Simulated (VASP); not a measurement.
## FeSi: relaxation of the atoms with PBE

Crystal: FeSi.

```
Fe Si
1.0
     4.53000    0.00000    0.00000
     0.00000    4.53000    0.00000
     0.00000    0.00000    4.53000
Fe Si
4 4
Direct
  0.13652 0.13652 0.13652
  0.36348 0.86348 0.63652
  0.63652 0.36348 0.86348
  0.86348 0.63652 0.36348
  0.84240 0.84240 0.84240
  0.65760 0.15760 0.34240
  0.34240 0.65760 0.15760
  0.15760 0.34240 0.65760
```

* Program: VASP 6.6.1
* Task: relaxation of the atoms
* Functional: PBE
* Potentials or basis: VASP PAW PBE potentials, release 64 (Fe, Si)
* Cutoff: 520 eV
* k mesh: 8 × 8 × 8
* Occupations: gaussian, width 0.01 eV
* Spin: no spin polarisation
* Dipole correction: no
* Further INCAR settings: ALGO = Normal; EDIFF = 1e-06; IBRION = 2; EDIFFG = -0.003; NSW = 80

```
Energy gained by relaxing : 2.7 meV/atom
Ionic steps               : 5
Pressure after relaxing   : -10.4 GPa
Band gap on the k mesh    : 0.16 eV (least direct gap 0.17 eV)
```

Forces in eV/Å, atoms in the order of the input:
```
Fe  -0.002 -0.002 -0.002
Fe   0.002  0.002 -0.002
Fe  -0.002  0.002  0.002
Fe   0.002 -0.002  0.002
Si  -0.001 -0.001 -0.001
Si   0.001  0.001 -0.001
Si  -0.001  0.001  0.001
Si   0.001 -0.001  0.001
```

The path:
```
step  energy change (eV)  largest force (eV/Å)  pressure (GPa)
   1              0.0000                0.2683          -11.37
   2             -0.0156                0.1261          -10.94
   3             -0.0205                0.0650          -10.56
   4             -0.0214                0.0204          -10.48
   5             -0.0215                0.0029          -10.44
```

Final structure:
```
Fe Si
1.0
     4.53000    0.00000    0.00000
     0.00000    4.53000    0.00000
     0.00000    0.00000    4.53000
Fe Si
4 4
Direct
  0.13352 0.13352 0.13352
  0.36648 0.86648 0.63352
  0.63352 0.36648 0.86648
  0.86648 0.63352 0.36648
  0.83954 0.83954 0.83954
  0.66046 0.16046 0.33954
  0.33954 0.66046 0.16046
  0.16046 0.33954 0.66046
```

Levels at points of the mesh, in eV from the valence-band top:
| k point | band 22 | band 23 | band 24 | band 25 | band 26 | band 27 |
| --- | --- | --- | --- | --- | --- | --- |
| (0.00, 0.00, 0.00) | -0.26 | -0.03 | -0.03 | 0.61 | 0.61 | 0.61 |
| (0.50, 0.00, 0.00) | -0.34 | -0.01 | -0.01 | 0.20 | 0.20 | 1.62 |
| (0.50, 0.50, 0.00) | -0.94 | -0.32 | -0.32 | 0.61 | 0.61 | 1.20 |
| (0.50, 0.50, 0.50) | -0.60 | -0.60 | -0.60 | 0.47 | 0.47 | 0.47 |

Wall time 11 min on 1 thread of Oxide Virtual Turin-like Processor (shared host), peak memory 0.23 GiB.

A k mesh can miss the band edges. Spin polarisation is off, so any magnetic state and its effect on volume and gap are missing.
